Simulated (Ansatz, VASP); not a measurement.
**SiC in VASP and in Ansatz**

Contents of INCAR:

```
SYSTEM = SiC
PREC     = Accurate       ! precision mode
ENCUT    = 520            ! plane-wave cutoff, eV
EDIFF    = 1E-6           ! SCF threshold, eV
ISMEAR   = 0              ! smearing method
SIGMA    = 0.05           ! smearing width, eV
LREAL    = Auto         
LASPH    = .TRUE.         ! aspherical terms in the spheres
NELM     = 60             ! most SCF steps
ALGO     = Normal         ! electronic algorithm
ISIF     = 2              ! what is computed and relaxed
LWAVE    = .FALSE.        ! write WAVECAR
LCHARG   = .TRUE.         ! write CHGCAR
GGA      = PE             ! functional
LELF     = .TRUE.         ! ELF
LVHAR    = .TRUE.       
NBANDS   = 46             ! bands
```

Contents of KPOINTS:

```
regular mesh
0
G
  9 5 3
  0 0 0
```

Contents of POSCAR:

```
SiC
1.0
    1.5458832036     -2.6775482513      0.0000000000
    0.0000000000      0.0000000000     -5.0740211774
   13.1724135391      7.6050965024      0.0000000000
Si C
8 8
Direct
    0.5000000000      0.9954364687      0.5867881383
    0.0000000000      0.9954364687      0.0586788138
    0.5000000000      0.9954364687      0.2347152553
    0.0000000000      0.9954364687      0.4107516968
    0.0000000000      0.4954364687      0.6454669522
    0.5000000000      0.4954364687      0.1173576277
    0.0000000000      0.4954364687      0.2933940692
    0.5000000000      0.4954364687      0.4694305107
    0.5000000000      0.6195635313      0.5867881383
    0.0000000000      0.6195635313      0.0586788138
    0.5000000000      0.6195635313      0.2347152553
    0.0000000000      0.6195635313      0.4107516968
    0.0000000000      0.1195635313      0.6454669522
    0.5000000000      0.1195635313      0.1173576277
    0.0000000000      0.1195635313      0.2933940692
    0.5000000000      0.1195635313      0.4694305107
```

Input for Ansatz:

```yaml
crystal:
  lattice:
    - [1.5458832036, -2.6775482513, 0.0]
    - [0.0, 0.0, -5.0740211774]
    - [13.1724135391, 7.6050965024, 0.0]
  atoms:
    - { symbol: Si, position: [0.5, 0.9954364687, 0.5867881383] }
    - { symbol: Si, position: [0.0, 0.9954364687, 0.0586788138] }
    - { symbol: Si, position: [0.5, 0.9954364687, 0.2347152553] }
    - { symbol: Si, position: [0.0, 0.9954364687, 0.4107516968] }
    - { symbol: Si, position: [0.0, 0.4954364687, 0.6454669522] }
    - { symbol: Si, position: [0.5, 0.4954364687, 0.1173576277] }
    - { symbol: Si, position: [0.0, 0.4954364687, 0.2933940692] }
    - { symbol: Si, position: [0.5, 0.4954364687, 0.4694305107] }
    - { symbol: C, position: [0.5, 0.6195635313, 0.5867881383] }
    - { symbol: C, position: [0.0, 0.6195635313, 0.0586788138] }
    - { symbol: C, position: [0.5, 0.6195635313, 0.2347152553] }
    - { symbol: C, position: [0.0, 0.6195635313, 0.4107516968] }
    - { symbol: C, position: [0.0, 0.1195635313, 0.6454669522] }
    - { symbol: C, position: [0.5, 0.1195635313, 0.1173576277] }
    - { symbol: C, position: [0.0, 0.1195635313, 0.2933940692] }
    - { symbol: C, position: [0.5, 0.1195635313, 0.4694305107] }
basis:
  ecutwfc: 420
kpoints:
  mp_grid: { grid: [9, 5, 3] }
hamiltonian:
  xc: pbe
scf:
  occupations: { method: gaussian, width: 0.05 }
output:
  forces: true
  stress: true
  eigenvalues: true
```

Alike in both runs: task single point; functional PBE; k mesh 9 × 5 × 3; occupations gaussian, width 0.05 eV; no spin polarisation.

```csv
,VASP,Ansatz
version,VASP 6.6.1,Ansatz 0.2.0
potentials or method,"VASP PAW PBE potentials, release 64 (Si, C), cutoff 520 eV","scalar-relativistic, plane waves, PAW"
valence electrons in the cell,64,64
```

Ansatz gave:

| Item | Value |
| --- | --- |
| gap on the k mesh at the Fermi level (eV) | 0.53 |
| least direct gap on the mesh (eV) | 0.55 |
| pressure (GPa) | -2.7 |
| traceless stress, the component that is largest in VASP (GPa) | -3.40 |
| rms of the force components (eV/Å) | 0.926 |

**Question.** What did VASP give for the same quantities?

**Answer.** gap on the k mesh at the Fermi level (eV): 0.52; least direct gap on the mesh (eV): 0.54; pressure (GPa): -2.8; traceless stress, the component that is largest in VASP (GPa): -3.37; rms of the force components (eV/Å): 0.924.

Atom by atom the forces differ by 0.006 eV/Å (rms over components). The functional is the same, so the differences come from potentials, cutoffs and numerics.
